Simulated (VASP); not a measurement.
# SiNi (Pmmn) in VASP: settings compared

The runs below take SiNi through single point, with PBE, LDA.

All numbers are computed with VASP 6.6.1; they aren't measurements. Logs are shortened: lines on timing, memory, paths and dates and some standing lists are left out, and cuts for length are marked.

### Step 1. The cell of the first run

The structure is orthorhombic, space group Pmmn (No. 59). The conventional cell has a = 2.943 Å, b = 3.280 Å, c = 4.677 Å, α = 90.00°, β = 90.00°, γ = 90.00°. Within 3.1 Å of Ni (site symmetry mm2) lie 6 Si at 2.34 to 2.37 Å and 6 Ni at 2.65 to 2.94 Å. Within 3.1 Å of Si (site symmetry mm2) lie 6 Ni at 2.34 to 2.37 Å and 6 Si at 2.65 to 2.94 Å.

### Step 2. Single point, PBE, collinear spin, zero start

The input, INCAR:

```
PREC = Accurate
ENCUT = 520
EDIFF = 1E-6
ISMEAR = -1
SIGMA = 0.05
LREAL = False
LASPH = True
NELM = 150
ALGO = Normal
ISIF = 2
LWAVE = False
LCHARG = False
ISPIN = 2
MAGMOM = 0 0 0 0
LORBIT = 11
NUPDOWN = 0.0
LMAXMIX = 4
GGA = PE
NBANDS = 26
```

The input, KPOINTS:

```
regular mesh
0
Gamma
  8 7 5
```

The input, POSCAR:

```
SiNi
1.0
    2.9427706600      0.0000000000      0.0000000000
    0.0000000000      3.2803255400      0.0000000000
    0.0000000000      0.0000000000      4.6774467600
Ni Si
2 2
Direct
    0.5000000000      0.5000000000      0.3424955900
    0.0000000000      0.0000000000      0.6575044100
    0.5000000000      0.5000000000      0.8431431600
    0.0000000000      0.0000000000      0.1568568400
```

Potentials or basis: VASP PAW PBE potentials, release 64 (Ni, Si).

The run is started by

```console
$ cat potpaw_PBE.64/Ni/POTCAR potpaw_PBE.64/Si/POTCAR > POTCAR
$ mpirun -np 1 vasp_std > vasp.out
```

OUTCAR:

```text
PREC = Accurate
   ENCUT = 520
   EDIFF = 1E-6
   ISMEAR = -1
   LREAL = False
   LASPH = True
   NELM = 150
   ISIF = 2
   ISPIN = 2
   LORBIT = 11
   NUPDOWN = 0.0
   GGA = PE

 ion  position               nearest neighbor table
   1  0.500  0.500  0.342-   3 2.34   3 2.34   4 2.37   4 2.37   4 2.37   4 2.37   2 2.65   2 2.65
                             2 2.65   2 2.65
   2  0.000  0.000  0.658-   4 2.34   4 2.34   3 2.37   3 2.37   3 2.37   3 2.37   1 2.65   1 2.65
                             1 2.65   1 2.65
   3  0.500  0.500  0.843-   1 2.34   1 2.34   2 2.37   2 2.37   2 2.37   2 2.37   4 2.65   4 2.65
                             4 2.65   4 2.65
   4  0.000  0.000  0.157-   2 2.34   2 2.34   1 2.37   1 2.37   1 2.37   1 2.37   3 2.65   3 2.65
                             3 2.65   3 2.65

  LATTYP: Found a simple orthorhombic cell.
 ALAT       =     2.9427706600
 B/A-ratio  =     1.1147064855
 C/A-ratio  =     1.5894703667

  Lattice vectors:

 A1 = (   2.9427706600,   0.0000000000,   0.0000000000)
 A2 = (   0.0000000000,   3.2803255400,   0.0000000000)
 A3 = (   0.0000000000,   0.0000000000,   4.6774467600)

Analysis of symmetry for initial positions (statically):
=====================================================================
 Subroutine PRICEL returns:
 Original cell was already a primitive cell.

 Routine SETGRP: Setting up the symmetry group for a
 simple orthorhombic supercell.

 Subroutine GETGRP returns: Found  8 space group operations
 (whereof  4 operations were pure point group operations)
 out of a pool of  8 trial point group operations.

The static configuration has the point symmetry C_2v.
 The point group associated with its full space group is D_2h.

Analysis of symmetry for dynamics (positions and initial velocities):
=====================================================================
 Subroutine PRICEL returns:
 Original cell was already a primitive cell.

 Routine SETGRP: Setting up the symmetry group for a
 simple orthorhombic supercell.

 Subroutine GETGRP returns: Found  8 space group operations
 (whereof  4 operations were pure point group operations)
 out of a pool of  8 trial point group operations.

The dynamic configuration has the point symmetry C_2v.
 The point group associated with its full space group is D_2h.

Analysis of structural, dynamic, and magnetic symmetry:
=====================================================================
 Subroutine PRICEL returns:
 Original cell was already a primitive cell.

 Routine SETGRP: Setting up the symmetry group for a
 simple orthorhombic supercell.

 Subroutine GETGRP returns: Found  8 space group operations
 (whereof  4 operations were pure point group operations)
[... 138 lines left out ...]
 spin polarized calculation
  energy-cutoff  :      520.00
  volume of cell :       45.15
 maximum number of plane-waves:      1230
 NGX is ok and might be reduce to    24
   NGX = 11   NGY = 13   NGZ = 17

 number of electron      28.0000012 magnetization      -0.0000000

 number of electron      28.0000012 magnetization       0.0000000

 Free energy of the ion-electron system (eV)
  ---------------------------------------------------
  ext. energy  EPLUGINS =         0.00000000
  ---------------------------------------------------
  free energy    TOTEN  =       -23.59893521 eV

  energy without entropy =      -23.59103696  energy(sigma->0) =      -23.59498608

 E-fermi :  11.7596     XC(G=0): -12.6094

 val. band max:       11.6752734697   @ k =   0.3750   0.2857   0.0000
 cond. band min:      11.7764269531   @ k =   0.2500   0.1429   0.4000
 fundamental gap:      0.1011534834
 Fermi energy:        11.7596450723

 spin component 1

 k-point     1 :       0.0000    0.0000    0.0000
  band No.  band energies     occupation
      1      -2.3980      1.00000
      2       3.4310      1.00000
      3       5.0765      1.00000
      4       7.4477      1.00000
      5       7.9521      1.00000
      6       8.7572      1.00000
[... 685 lines left out ...]
     25      23.9194      0.00000
     26      24.5219      0.00000

 [... further k-points ...]

 spin component 2

 k-point     1 :       0.0000    0.0000    0.0000
  band No.  band energies     occupation
      1      -2.3980      1.00000
      2       3.4310      1.00000
      3       5.0764      1.00000
      4       7.4477      1.00000
      5       7.9521      1.00000
      6       8.7572      1.00000
[... 685 lines left out ...]
     25      23.9194      0.00000
     26      24.5219      0.00000

 [... further k-points ...]

------------------------ aborting loop because EDIFF is reached ----------------------------------------

  FORCE on cell =-STRESS in cart. coord.  units (eV):
  Direction    XX          YY          ZZ          XY          YZ          ZX
  --------------------------------------------------------------------------------------
  -------------------------------------------------------------------------------------
  Total        1.6309687      1.9512758      2.0717966      0.0000000      0.0000000      0.0000000
  in kB       57.8727339     69.2384003     73.5149172      0.0000000      0.0000000      0.0000000
  external PRESSURE =      66.8753505 kB  Pullay stress =       0.0000000 kB

 VOLUME and BASIS-vectors are now :
 -----------------------------------------------------------------------------
  energy-cutoff  :      520.00
  volume of cell :       45.15
      direct lattice vectors                 reciprocal lattice vectors
     2.942770660  0.000000000  0.000000000     0.339815812  0.000000000  0.000000000
     0.000000000  3.280325540  0.000000000     0.000000000  0.304847793  0.000000000
     0.000000000  0.000000000  4.677446760     0.000000000  0.000000000  0.213791851

 POSITION                                       TOTAL-FORCE (eV/Angst)
 -----------------------------------------------------------------------------------
      1.47139      1.64016      1.60200         0.000000      0.000000      0.044003
      0.00000      0.00000      3.07544         0.000000      0.000000     -0.044003
      1.47139      1.64016      3.94376         0.000000      0.000000      0.038152
      0.00000      0.00000      0.73369         0.000000      0.000000     -0.038152
 -----------------------------------------------------------------------------------
    total drift:                                0.000000      0.000000     -0.000000

  FREE ENERGIE OF THE ION-ELECTRON SYSTEM (eV)
  ---------------------------------------------------
  free  energy   TOTEN  =       -23.5989352095 eV

  energy  without entropy=      -23.5910369581  energy(sigma->0) =      -23.59498608

 total charge

# of ion       s       p       d       tot
------------------------------------------
    1        0.484   0.625   8.480   9.589
    2        0.484   0.625   8.480   9.589
    3        0.748   0.871   0.000   1.619
    4        0.748   0.871   0.000   1.619
--------------------------------------------------
tot          2.463   2.992  16.960  22.416

 magnetization (x)

# of ion       s       p       d       tot
------------------------------------------
    1        0.000   0.000  -0.000   0.000
    2        0.000   0.000  -0.000   0.000
    3        0.000  -0.000   0.000  -0.000
    4        0.000  -0.000   0.000  -0.000
--------------------------------------------------
tot          0.000   0.000  -0.000   0.000
```

OSZICAR:

```text
N       E                     dE             d eps       ncg     rms          rms(c)
DAV:   1     0.148068655034E+03    0.14807E+03   -0.11854E+04  6264   0.127E+03
DAV:   2    -0.172549621850E+02   -0.16532E+03   -0.15261E+03  6330   0.262E+02
DAV:   3    -0.268540932619E+02   -0.95991E+01   -0.92755E+01  7358   0.713E+01
DAV:   4    -0.270490798352E+02   -0.19499E+00   -0.19438E+00  7370   0.920E+00
DAV:   5    -0.270541600778E+02   -0.50802E-02   -0.50792E-02  7600   0.158E+00    0.200E+01
DAV:   6    -0.318929459213E+02   -0.48388E+01   -0.43065E+01  7510   0.121E+02    0.263E+01
DAV:   7    -0.236708201824E+02    0.82221E+01   -0.17069E+01  7548   0.766E+01    0.377E+00
DAV:   8    -0.236377976084E+02    0.33023E-01   -0.11592E+00  9276   0.117E+01    0.241E+00
DAV:   9    -0.235992419365E+02    0.38556E-01   -0.14276E-01  8892   0.481E+00    0.473E-01
DAV:  10    -0.235993488176E+02   -0.10688E-03   -0.36788E-03  8462   0.575E-01    0.277E-01
DAV:  11    -0.235989473336E+02    0.40148E-03   -0.44439E-04  9676   0.302E-01    0.441E-02
DAV:  12    -0.235989415396E+02    0.57939E-05   -0.38641E-05  7520   0.443E-02    0.270E-02
DAV:  13    -0.235989376601E+02    0.38795E-05   -0.22362E-06  6580   0.152E-02    0.157E-02
DAV:  14    -0.235989349424E+02    0.27177E-05   -0.21789E-06  5612   0.202E-02    0.130E-03
DAV:  15    -0.235989352095E+02   -0.26717E-06   -0.11698E-06  3974   0.906E-03
   1 F= -.23598935E+02 E0= -.23594986E+02  d E =-.789825E-02  mag=    -0.0000
```

stdout:

```text
POSCAR found type information on POSCAR NiSi
 POSCAR found :  2 types and       4 ions
 scaLAPACK will be used
 LDA part: xc-table for (Slater+PW92), standard interpolation
 POSCAR, INCAR and KPOINTS ok, starting setup
 FFT: planning ... GRIDC
 FFT: planning ... GRID_SOFT
 FFT: planning ... GRID
 WAVECAR not read
 entering main loop
```

It took 79 s on 1 thread of Intel Xeon Platinum 8259CL at 2.50GHz (Skylake/Cascade Lake), shared host; peak memory 0.23 GiB.

Results:

```yaml
Free_energy: -23.5989 eV
Pressure: 6.7 GPa
Largest_force: 0.044 eV/Å
Net_moment: 0.00 μB per cell
Valence_electrons_inside_the_program's_atomic_spheres: Ni 9.59; Si 1.62
```

Forces on the atoms (eV/Å):
```
Ni   0.000  0.000  0.044
Ni   0.000  0.000 -0.044
Si   0.000  0.000  0.038
Si   0.000  0.000 -0.038
```

Caveat: the total moment is fixed, so each spin has its own Fermi level.

### Step 3. Single point, PBE, collinear spin, ferromagnetic start

The input, INCAR:

```
PREC     = Accurate       # precision mode
ENCUT    = 520            # plane-wave cutoff, eV
EDIFF    = 1E-6           # SCF threshold, eV
ISMEAR   = -1             # smearing method
SIGMA    = 0.05           # smearing width, eV
LREAL    = F              # projectors in reciprocal space
LASPH    = T              # aspherical terms in the spheres
NELM     = 150            # most SCF steps
ALGO     = Normal         # electronic algorithm
ISIF     = 2              # what is computed and relaxed
LWAVE    = F              # write WAVECAR
LCHARG   = F              # write CHGCAR
ISPIN    = 2              # spin polarisation
MAGMOM   = 1.5 1.5 0 0    # initial moments
LORBIT   = 11             # projections on sites
NUPDOWN  = 3.0            # fixed moment
LMAXMIX  = 4              # l up to which the mixer works
GGA      = PE             # functional
NBANDS   = 26             # bands
```

The input, KPOINTS:

```
Automatic mesh
0
Gamma
  8 7 5
```

POSCAR is that of step 2.

Potentials or basis: VASP PAW PBE potentials, release 64 (Ni, Si).

The run is started by

```console
$ cat potpaw_PBE.64/Ni/POTCAR potpaw_PBE.64/Si/POTCAR > POTCAR
$ mpirun -np 1 vasp_std > vasp.out
```

Run time: 92 s. Hardware: 1 thread of Intel Xeon Platinum 8259CL at 2.50GHz (Skylake/Cascade Lake), shared host; peak memory 0.24 GiB.

It converged, with:

| Property | Result |
| --- | --- |
| Free energy | -20.8002 eV |
| Pressure | 21.1 GPa |
| Largest force | 0.828 eV/Å |
| Net moment | 3.00 μB per cell |
| Site moments | Ni +0.98; Si +0.23 μB |
| Valence electrons inside the program's atomic spheres | Ni 9.53; Si 1.65 |

Forces in eV/Å, atoms in the order of the input:
```
Ni   0.000  0.000  0.206
Ni   0.000  0.000 -0.206
Si   0.000  0.000  0.828
Si   0.000  0.000 -0.828
```

Stress tensor (GPa, compression positive):
```
15.49  0.00  0.00
 0.00 23.04  0.00
 0.00  0.00 24.87
```

Caveat: the total moment is fixed, so each spin has its own Fermi level.

### Step 4. Single point, PBE, collinear spin, ferromagnetic start

The input, INCAR:

```
SYSTEM = SiNi
PREC     = Accurate       ! precision mode
ENCUT    = 520            ! plane-wave cutoff, eV
EDIFF    = 1E-6           ! SCF threshold, eV
ISMEAR   = -1             ! smearing method
SIGMA    = 0.05           ! smearing width, eV
LREAL    = .False.        ! projectors in reciprocal space
LASPH    = .True.         ! aspherical terms in the spheres
NELM     = 150            ! most SCF steps
ALGO     = Normal         ! electronic algorithm
ISIF     = 2              ! what is computed and relaxed
LWAVE    = .False.        ! write WAVECAR
LCHARG   = .False.        ! write CHGCAR
ISPIN    = 2              ! spin polarisation
MAGMOM   = 2 2 0 0        ! initial moments
LORBIT   = 11             ! projections on sites
NUPDOWN  = 4.0            ! fixed moment
LMAXMIX  = 4              ! l up to which the mixer works
GGA      = PE             ! functional
NBANDS   = 26             ! bands
```

The input, KPOINTS:

```
Automatic mesh
0
Gamma
  8 7 5
  0 0 0
```

POSCAR is that of step 3.

The run is started by

```console
$ cat potpaw_PBE.64/Ni/POTCAR potpaw_PBE.64/Si/POTCAR > POTCAR
$ mpirun -np 1 vasp_std > vasp.out
```

It took 98 s on 1 thread of Intel Xeon Platinum 8259CL at 2.50GHz (Skylake/Cascade Lake), shared host; peak memory 0.23 GiB.

The run converged. Its results:

| Item | Value |
| --- | --- |
| Free energy | -19.0272 eV |
| Pressure | 28.8 GPa |
| Largest force | 0.827 eV/Å |
| Net moment | 4.00 μB per cell |
| Site moments | Ni +1.28; Si +0.31 μB |
| Valence electrons inside the program's atomic spheres | Ni 9.50; Si 1.67 |

Forces in eV/Å, atoms in the order of the input:
```
Ni   0.000  0.000  0.342
Ni   0.000  0.000 -0.342
Si   0.000  0.000  0.827
Si   0.000  0.000 -0.827
```

Stress tensor (GPa, compression positive):
```
21.69  0.00  0.00
 0.00 29.30  0.00
 0.00  0.00 35.50
```

Caveat: the total moment is fixed, so each spin has its own Fermi level.

### Step 5. Single point, PBE, collinear spin, ferromagnetic start

The input, INCAR:

```
SYSTEM = SiNi
  PREC = Accurate
  ENCUT = 520
  EDIFF = 1E-6
  ISMEAR = -1
  SIGMA = 0.05
  LREAL = .False.
  LASPH = .True.
  NELM = 150
  ALGO = Normal
  ISIF = 2
  LWAVE = .False.
  LCHARG = .False.
  ISPIN = 2
  MAGMOM = 1 1 0 0
  LORBIT = 11
  LMAXMIX = 4
  GGA = PE
  NBANDS = 26
```

The input, KPOINTS:

```
regular mesh
0
Gamma
  5 5 3
  0 0 0
```

POSCAR is that of step 4.

The run is started by

```console
$ cat potpaw_PBE.64/Ni/POTCAR potpaw_PBE.64/Si/POTCAR > POTCAR
$ mpirun -np 1 vasp_std > vasp.out
```

It took 58 s on 1 thread of Intel Xeon 8259CL, shared host; peak memory 0.18 GiB.

It converged, with:

```yaml
Free_energy: -23.5578 eV
Pressure: 6.9 GPa
Largest_force: 0.085 eV/Å
Band_gap_on_the_k_mesh: zero (filled and empty bands overlap)
Net_moment: 0.00 μB per cell
Valence_electrons_inside_the_program's_atomic_spheres: Ni 9.59; Si 1.62
```

Forces in eV/Å, atoms in the order of the input:
```
Ni   0.000  0.000  0.085
Ni   0.000  0.000 -0.085
Si   0.000  0.000  0.076
Si   0.000  0.000 -0.076
```

Stress tensor (GPa, compression positive):
```
10.02  0.00  0.00
 0.00  5.87  0.00
 0.00  0.00  4.94
```

Levels at points of the mesh, in eV from the Fermi level:
Spin up:
```tsv
k point	band 11	band 12	band 13	band 14	band 15	band 16	band 17	band 18
(0.00, 0.00, 0.00)	-2.41	-2.10	-2.10	-1.41	1.22	2.71	5.14	5.53
```
Spin down:
| k point | band 10 | band 11 | band 12 | band 13 | band 14 | band 15 | band 16 | band 17 | band 18 | band 19 |
| --- | --- | --- | --- | --- | --- | --- | --- | --- | --- | --- |
| (0.00, 0.00, 0.00) | -2.79 | -2.41 | -2.10 | -2.10 | -1.41 | 1.22 | 2.71 | 5.14 | 5.53 | 7.26 |

Caveat: the k points lie up to 0.45 Å⁻¹ apart.

(Part 1 of 2 ends here.)
